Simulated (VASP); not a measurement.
# Si (Pm-3m) in VASP: a series of runs

Runs on Si. Level: PBE0. Tasks: single point.

Everything below comes from runs of VASP 6.6.1. Logs are shortened: lines on timing, memory, paths and dates and some standing lists are left out, and cuts for length are marked.

## Step 1: The cell of the first run

Symmetry: Pm-3m, No. 221, cubic system. The conventional cell has a = 2.498 Å, b = 2.498 Å, c = 2.498 Å, α = 90.00°, β = 90.00°, γ = 90.00°. Within 3.3 Å of Si (site symmetry m-3m) lie 6 Si at 2.50 Å.

## Step 2: Single point, PBE0

Contents of POSCAR:

```
Si
1.0
    2.4978881022      0.0000000000      0.0000000000
    0.0000000000      2.4978881022      0.0000000000
    0.0000000000      0.0000000000      2.4978881022
Si
1
Direct
    0.5000000000      0.5000000000      0.5000000000
```

Contents of INCAR.step1:

```
SYSTEM = Si
PREC = Accurate
ENCUT = 520
EDIFF = 1E-5
ISMEAR = -1
SIGMA = 0.05
LREAL = .FALSE.
LASPH = .TRUE.
NELM = 60
ALGO = Normal
ISIF = 2
LWAVE = .TRUE.
GGA = PE
NBANDS = 8
```

Contents of INCAR.step2:

```
SYSTEM = Si
PREC = Accurate
ENCUT = 520
EDIFF = 1E-6
ISMEAR = -1
SIGMA = 0.05
LREAL = .FALSE.
LASPH = .TRUE.
NELM = 60
ALGO = Normal
ISIF = 2
LWAVE = .FALSE.
LCHARG = .TRUE.
GGA = PE
LHFCALC = .TRUE.
AEXX = 0.25
PRECFOCK = Normal
LELF = .TRUE.
LVHAR = .TRUE.
ISTART = 1
NBANDS = 8
```

Contents of KPOINTS:

```
regular mesh
0
G
  5 5 5
  0 0 0
```

Potentials or basis: VASP PAW PBE potentials, release 64 (Si).

On the command line:

```bash
$ cat potpaw_PBE.64/Si/POTCAR > POTCAR
$ cp INCAR.step1 INCAR
$ mpirun -np 1 vasp_std > vasp.out
$ cp INCAR.step2 INCAR
$ mpirun -np 1 vasp_std > vasp.out
```

OUTCAR:

```text
SYSTEM = Si
   PREC = Accurate
   ENCUT = 520
   EDIFF = 1E-6
   ISMEAR = -1
   LREAL = .FALSE.
   LASPH = .TRUE.
   NELM = 60
   ISIF = 2
   GGA = PE
   LHFCALC = .TRUE.
   AEXX = 0.25
   PRECFOCK = Normal
   ISTART = 1

 ion  position               nearest neighbor table
   1  0.500  0.500  0.500-

  LATTYP: Found a simple cubic cell.
 ALAT       =     2.4978881022

  Lattice vectors:

 A1 = (   2.4978881022,   0.0000000000,   0.0000000000)
 A2 = (   0.0000000000,   2.4978881022,   0.0000000000)
 A3 = (   0.0000000000,   0.0000000000,   2.4978881022)

Analysis of symmetry for initial positions (statically):
=====================================================================
 Subroutine PRICEL returns:
 Original cell was already a primitive cell.

 Routine SETGRP: Setting up the symmetry group for a
 simple cubic supercell.

 Subroutine GETGRP returns: Found 48 space group operations
 (whereof 48 operations were pure point group operations)
 out of a pool of 48 trial point group operations.

The static configuration has the point symmetry O_h .

Analysis of symmetry for dynamics (positions and initial velocities):
=====================================================================
 Subroutine PRICEL returns:
 Original cell was already a primitive cell.

 Routine SETGRP: Setting up the symmetry group for a
 simple cubic supercell.

 Subroutine GETGRP returns: Found 48 space group operations
 (whereof 48 operations were pure point group operations)
 out of a pool of 48 trial point group operations.

The dynamic configuration has the point symmetry O_h .

 Subroutine INISYM returns: Found 48 space group operations
 (whereof 48 operations are pure point group operations),
 and found     1 'primitive' translations

----------------------------------------------------------------------------------------

                                     Primitive cell

  volume of cell :      15.5854

  direct lattice vectors                    reciprocal lattice vectors
     2.497888102  0.000000000  0.000000000     0.400338189  0.000000000  0.000000000
     0.000000000  2.497888102  0.000000000     0.000000000  0.400338189  0.000000000
     0.000000000  0.000000000  2.497888102     0.000000000  0.000000000  0.400338189

  length of vectors
     2.497888102  2.497888102  2.497888102     0.400338189  0.400338189  0.400338189

  position of ions in fractional coordinates (direct lattice)
     0.500000000  0.500000000  0.500000000

  ion indices of the primitive-cell ions
   primitive index   ion index
                 1           1

----------------------------------------------------------------------------------------

 KPOINTS: regular mesh

Automatic generation of k-mesh.
 Grid dimensions read from file:
 generate k-points for:    5    5    5

 Generating k-lattice:

  Cartesian coordinates                     Fractional coordinates (reciprocal lattice)
     0.080067638  0.000000000  0.000000000     0.200000000  0.000000000  0.000000000
     0.000000000  0.080067638  0.000000000     0.000000000  0.200000000  0.000000000
     0.000000000  0.000000000  0.080067638     0.000000000  0.000000000  0.200000000

  Length of vectors
     0.080067638  0.080067638  0.080067638

  Shift w.r.t. Gamma in fractional coordinates (k-lattice)
     0.000000000  0.000000000  0.000000000

 Subroutine IBZKPT returns following result:
 ===========================================

 Found     10 irreducible k-points:

 Following reciprocal coordinates:
            Coordinates               Weight
  0.000000  0.000000  0.000000      1.000000
  0.200000  0.000000  0.000000      6.000000
  0.400000  0.000000  0.000000      6.000000
  0.200000  0.200000  0.000000     12.000000
  0.400000  0.200000  0.000000     24.000000
  0.400000  0.400000  0.000000     12.000000
  0.200000  0.200000  0.200000      8.000000
  0.400000  0.200000  0.200000     24.000000
  0.400000  0.400000  0.200000     24.000000
  0.400000  0.400000  0.400000      8.000000
   k-points           NKPTS =     10   k-points in BZ     NKDIM =    125   number of bands    NBANDS=      8
   number of dos      NEDOS =    301   number of ions     NIONS =      1
   total plane-waves  NPLWV =   8000
   dimension x,y,z NGX =    20 NGY =   20 NGZ =   20
   dimension x,y,z NGXF=    40 NGYF=   40 NGZF=   40
   ions per type =               1
   NGX,Y,Z   is equivalent  to a cutoff of  13.31, 13.31, 13.31 a.u.
   NGXF,Y,Z  is equivalent  to a cutoff of  26.62, 26.62, 26.62 a.u.
 SYSTEM =  Si
   PREC   = accura    normal or accurate (medium, high low for compatibility)
   ISTART =      1    job   : 0-new  1-cont  2-samecut
   ICHARG =      0    charge: 1-file 2-atom 10-const
   ISPIN  =      1    spin polarized calculation?
   LNONCOLLINEAR =      F non collinear calculations
   LSORBIT =      F    spin-orbit coupling
   LASPH  =      T    aspherical Exc in radial PAW
   ENCUT  =  520.0 eV  38.22 Ry    6.18 a.u.   4.64  4.64  4.64*2*pi/ulx,y,z
   NELM   =     60;   NELMIN=  2; NELMDL=  0     # of ELM steps
   EDIFF  = 0.1E-05   stopping-criterion for ELM
   LREAL  =      F    real-space projection
   EDIFFG = 0.1E-04   stopping-criterion for IOM
   NSW    =      0    number of steps for IOM
   IBRION =     -1    ionic relax: 0-MD 1-quasi-New 2-CG
   NFREE  =      0    steps in history (QN), initial steepest desc. (CG)
   ISIF   =      2    stress and relaxation
   ISYM   =      3    0-nonsym 1-usesym 2-fastsym
   POTIM  = 0.5000    time-step for ionic-motion
   TEBEG  =    0.0;   TEEND  =   0.0 temperature during run
   PSTRESS=    0.0 pullay stress
   NELECT =       4.0000    total number of electrons
   NUPDOWN=      -1.0000    fix difference up-down
   EMIN   =  10.00;   EMAX   =-10.00  energy-range for DOS
   EFERMI =   0.00;   METHOD = LEGACY
   ISMEAR =    -1;   SIGMA  =   0.05  broadening in eV -4-tet -1-fermi 0-gaus
   EFERMI_NEDOS =   21; number of points for ismear=-14 and -15
   IALGO  =     38    algorithm
   IMIX   =      1    mixing-type and parameters
     AMIX     =   0.40;   BMIX     =  1.00
     AMIX_MAG =   1.60;   BMIX_MAG =  1.00
  volume/ion in A,a.u.               =      15.59       105.18
  Fermi-wavevector in a.u.,A,eV,Ry     =   1.040372  1.966017 14.726581  1.082373
  Thomas-Fermi vector in A             =   2.174944
   LORBIT       =      0    0 simple, 1 ext, 2 COOP (PROOUT), +10 PAW based schemes
   GGA     = PE    functional components
   LHFCALC =     T    Hartree Fock is set to
   PRECFOCK=normal    Normal, Fast or Accurate (Low or Medium for compatibility)
   ENCUT4O =  -1.0   cutoff for four orbital integrals eV
   NKREDX  =     1    reduce k-point grid by
   NKREDY  =     1    reduce k-point grid by
   NKREDZ  =     1    reduce k-point grid by
   AEXX    =    0.2500 exact exchange contribution
   HFSCREEN=    0.0000 screening length (either q_TF or 0.3 A-1)
   HFSCREENC=   0.0000 screening length for correlation (either q_TF or 0.3 A-1)
   ENCUTFOCK=  -1.0 apply spherical cutoff to Coloumb kernel
   IVDW    =     0    specifies the selected vdW correction
   LEPSILON=     F    determine dielectric tensor
   LRPA    =     F    only Hartree local field effects (RPA)
 non-spin polarized calculation
  energy-cutoff  :      520.00
  volume of cell :       15.59
 maximum number of plane-waves:       437
 NGX is ok and might be reduce to    20
  NGX = 14; NGY = 14; NGZ = 14

 number of electron       4.0000000 magnetization

 Free energy of the ion-electron system (eV)
  ---------------------------------------------------
  ext. energy  EPLUGINS =         0.00000000
  ---------------------------------------------------
  free energy    TOTEN  =        -6.34924707 eV

  energy without entropy =       -6.34592153  energy(sigma->0) =       -6.34758430

 E-fermi :   8.0551     XC(G=0):  -8.5031

 val. band max:        7.8983068907   @ k =   0.4000   0.4000   0.2000
 cond. band min:       9.3817956609   @ k =   0.4000   0.4000   0.4000
 fundamental gap:      1.4834887702
 Fermi energy:         8.0550816018

 k-point     1 :       0.0000    0.0000    0.0000
  band No.  band energies     occupation
      1      -7.0680      2.00000
      2      17.4296      0.00000
      3      17.4296      0.00000
      4      17.9700      0.00000
      5      17.9700      0.00000
      6      17.9700      0.00000
      7      26.1230      0.00000
      8      36.0082      0.00000

 k-point     2 :       0.2000    0.0000    0.0000
  band No.  band energies     occupation
      1      -6.0599      2.00000
      2      10.0668      0.00000
      3      18.1838      0.00000
      4      18.7621      0.00000
      5      18.7621      0.00000
      6      23.2340      0.00000
      7      29.7385      0.00000
      8      31.4976      0.00000

 k-point     3 :       0.4000    0.0000    0.0000
  band No.  band energies     occupation
      1      -3.1265      2.00000
      2       2.4894      2.00000
      3      19.8984      0.00000
      4      20.9376      0.00000
      5      20.9376      0.00000
      6      26.2573      0.00000
      7      26.2573      0.00000
      8      26.5281      0.00000

 k-point     4 :       0.2000    0.2000    0.0000
  band No.  band energies     occupation
      1      -5.0542      2.00000
      2      10.1565      0.00000
      3      11.9534      0.00000
      4      19.5472      0.00000
      5      21.4404      0.00000
      6      25.9430      0.00000
      7      28.1049      0.00000
      8      31.3398      0.00000

 k-point     5 :       0.4000    0.2000    0.0000
  band No.  band energies     occupation
      1      -2.1269      2.00000
      2       3.4047      2.00000
      3      13.5664      0.00000
      4      19.3241      0.00000
      5      21.6963      0.00000
      6      24.8345      0.00000
      7      26.9791      0.00000
      8      29.8871      0.00000

 k-point     6 :       0.4000    0.4000    0.0000
  band No.  band energies     occupation
      1       0.7939      2.00000
      2       5.3136      2.00000
      3       6.9888      2.00000
      4      13.2662      0.00000
      5      23.7862      0.00000
      6      27.7317      0.00000
      7      28.3751      0.00000
      8      29.0360      0.00000

 k-point     7 :       0.2000    0.2000    0.2000
  band No.  band energies     occupation
      1      -4.0496      2.00000
      2      11.0016      0.00000
      3      11.0016      0.00000
      4      14.5288      0.00000
      5      25.7743      0.00000
      6      25.7743      0.00000
      7      26.9672      0.00000
      8      29.0697      0.00000

 k-point     8 :       0.4000    0.2000    0.2000
  band No.  band energies     occupation
      1      -1.1251      2.00000
      2       4.3267      2.00000
      3      13.1854      0.00000
      4      16.4355      0.00000
      5      20.2327      0.00000
      6      20.8638      0.00000
      7      28.4364      0.00000
      8      30.5945      0.00000

 k-point     9 :       0.4000    0.4000    0.2000
  band No.  band energies     occupation
      1       1.8011      2.00000
      2       6.2573      2.00000
      3       7.8983      1.91667
      4      14.0987      0.00000
      5      18.1308      0.00000
      6      22.2725      0.00000
      7      23.3018      0.00000
      8      29.7459      0.00000

 k-point    10 :       0.4000    0.4000    0.4000
  band No.  band energies     occupation
      1       4.7518      2.00000
      2       9.3818      0.00000
      3       9.3818      0.00000
      4      13.6002      0.00000
      5      16.4103      0.00000
      6      16.4103      0.00000
      7      17.7165      0.00000
      8      23.7629      0.00000

------------------------ aborting loop because EDIFF is reached ----------------------------------------

  FORCE on cell =-STRESS in cart. coord.  units (eV):
  Direction    XX          YY          ZZ          XY          YZ          ZX
  --------------------------------------------------------------------------------------
  -------------------------------------------------------------------------------------
  Total        0.5357915      0.5357915      0.5357915      0.0000000     -0.0000000     -0.0000000
  in kB       55.0791752     55.0791752     55.0791752      0.0000000     -0.0000000     -0.0000000
  external PRESSURE =      55.0791752 kB  Pullay stress =       0.0000000 kB

 VOLUME and BASIS-vectors are now :
 -----------------------------------------------------------------------------
  energy-cutoff  :      520.00
  volume of cell :       15.59
      direct lattice vectors                 reciprocal lattice vectors
     2.497888102  0.000000000  0.000000000     0.400338189  0.000000000  0.000000000
     0.000000000  2.497888102  0.000000000     0.000000000  0.400338189  0.000000000
     0.000000000  0.000000000  2.497888102     0.000000000  0.000000000  0.400338189

 POSITION                                       TOTAL-FORCE (eV/Angst)
 -----------------------------------------------------------------------------------
      1.24894      1.24894      1.24894         0.000000      0.000000      0.000000
 -----------------------------------------------------------------------------------
    total drift:                                0.000000     -0.000000      0.000000

  FREE ENERGIE OF THE ION-ELECTRON SYSTEM (eV)
  ---------------------------------------------------
  free  energy   TOTEN  =        -6.3492470690 eV

  energy  without entropy=       -6.3459215289  energy(sigma->0) =       -6.34758430
```

Wall time 18 s (1 thread of Intel Xeon Platinum 8375C at 2.90GHz (Ice Lake), shared host); peak memory 0.12 GiB.

Results:

| Item | Value |
| --- | --- |
| Free energy | -6.3492 eV |
| Pressure | 5.5 GPa |
| Band gap on the k mesh | zero (band 2 reaches 17.43 eV, above the bottom of band 3 at 6.99 eV) |

Caveat: the k points lie up to 0.50 Å⁻¹ apart; the PAW data sets were made with another functional, which shifts forces and pressure a little.

## Step 3: Single point, PBE0

This run uses another cell than the first one, of 15.91 Å³/atom, 1.021 times its volume.

Contents of POSCAR:

```
Si
1.0
    2.5151154611      0.0000000000      0.0000000000
    0.0000000000      2.5151154611      0.0000000000
    0.0000000000      0.0000000000      2.5151154611
Si
1
Direct
    0.5000000000      0.5000000000      0.5000000000
```

INCAR.step1: that of step 2 with these lines changed.

```diff
@@ -8,3 +8,3 @@
 LASPH = .TRUE.
-NELM = 60
+NELM = 80
 ALGO = Normal
@@ -12,2 +12,3 @@
 LWAVE = .TRUE.
+LCHARG = .FALSE.
 GGA = PE
```

Contents of INCAR.step2:

```
SYSTEM = Si
PREC = Accurate
ENCUT = 520
EDIFF = 1E-7
ISMEAR = -1
SIGMA = 0.05
LREAL = .FALSE.
LASPH = .TRUE.
NELM = 80
ALGO = Normal
ISIF = 2
LWAVE = .FALSE.
LCHARG = .FALSE.
GGA = PE
LHFCALC = .TRUE.
AEXX = 0.25
PRECFOCK = Normal
ISTART = 1
NBANDS = 8
```

Contents of KPOINTS:

```
Automatic mesh
0
G
  5 5 5
  0 0 0
```

Potentials or basis: VASP PAW PBE potentials, release 64 (Si).

On the command line:

```bash
$ cat potpaw_PBE.64/Si/POTCAR > POTCAR
$ cp INCAR.step1 INCAR
$ mpirun -np 1 vasp_std > vasp.out
$ cp INCAR.step2 INCAR
$ mpirun -np 1 vasp_std > vasp.out
```

It took 25 s on 1 thread of Intel Xeon Platinum 8375C at 2.90GHz (Ice Lake), shared host; peak memory 0.12 GiB.

Results (log left out):

```yaml
Free_energy: -6.3579 eV
Pressure: 3.0 GPa
Band_gap_on_the_k_mesh: zero (band 2 reaches 17.16 eV, above the bottom of band 3 at 6.73 eV)
```

Levels at points of the mesh, in eV from the Fermi level:
```csv
k point,band 1,band 2,band 3,band 4,band 5,band 6
"(0.00, 0.00, 0.00)",-14.92,9.37,9.37,9.78,9.78,9.78
```

Caveat: the k points lie up to 0.50 Å⁻¹ apart; the PAW data sets were made with another functional, which shifts forces and pressure a little.

## Step 4: Single point, PBE0

This run uses another cell than the first one, of 16.23 Å³/atom, 1.042 times its volume.

Contents of POSCAR:

```
Si
1.0
    2.5321100000      0.0000000000      0.0000000000
    0.0000000000      2.5321100000      0.0000000000
    0.0000000000      0.0000000000      2.5321100000
Si
1
Direct
    0.5000000000      0.5000000000      0.5000000000
```

Contents of INCAR.step1:

```
PREC = Accurate
ENCUT = 520
EDIFF = 1E-5
ISMEAR = -1
SIGMA = 0.05
LREAL = False
LASPH = True
NELM = 80
ALGO = Normal
ISIF = 2
LWAVE = True
LCHARG = False
NBANDS = 8
GGA = PE
```

Contents of INCAR.step2:

```
PREC = Accurate
ENCUT = 520
EDIFF = 1E-6
ISMEAR = -1
SIGMA = 0.05
LREAL = False
LASPH = True
NELM = 80
ALGO = Normal
ISIF = 2
LWAVE = False
LCHARG = False
GGA = PE
LHFCALC = True
AEXX = 0.25
PRECFOCK = Normal
NBANDS = 8
ISTART = 1
```

Contents of KPOINTS:

```
Automatic mesh
0
Gamma
  5 5 5
```

On the command line:

```bash
$ cat potpaw_PBE.64/Si/POTCAR > POTCAR
$ cp INCAR.step1 INCAR
$ mpirun -np 1 vasp_std > vasp.out
$ cp INCAR.step2 INCAR
$ mpirun -np 1 vasp_std > vasp.out
```

Wall time 22 s (1 thread of Intel Xeon Platinum 8375C at 2.90GHz (Ice Lake), shared host); peak memory 0.12 GiB.

Results (log left out):

```
Free energy            : -6.3618 eV
Pressure               : 0.7 GPa
Band gap on the k mesh : zero (band 2 reaches 16.90 eV, above the bottom of band 3 at 6.48 eV)
```

Levels at points of the mesh, in eV from the Fermi level:
```
           k point  band 1  band 2  band 3  band 4
(0.00, 0.00, 0.00)  -14.72    9.37    9.37    9.65
```

Caveat: the k points lie up to 0.50 Å⁻¹ apart; the PAW data sets were made with another functional, which shifts forces and pressure a little.

## Step 5: Summary

| cell | gap on the mesh (eV) | pressure (GPa) |
| --- | --- | --- |
| a = 2.498 Å, 1 atom | none | 5.5 |
| a = 2.515 Å, 1 atom | none | 3.0 |
| a = 2.532 Å, 1 atom | none | 0.7 |

Alike in all rows: task single point; level PBE0; potentials or basis VASP PAW PBE potentials, release 64 (Si); no spin polarisation; k mesh 5 × 5 × 5; cutoff (eV) 520; smearing fermi-dirac 0.05 eV.

Caveats: all runs use coarse meshes; the PAW data sets were made with another functional, which shifts forces and pressure a little.

Total energies depend on the potentials used, so only differences within one code and one set of settings carry meaning.
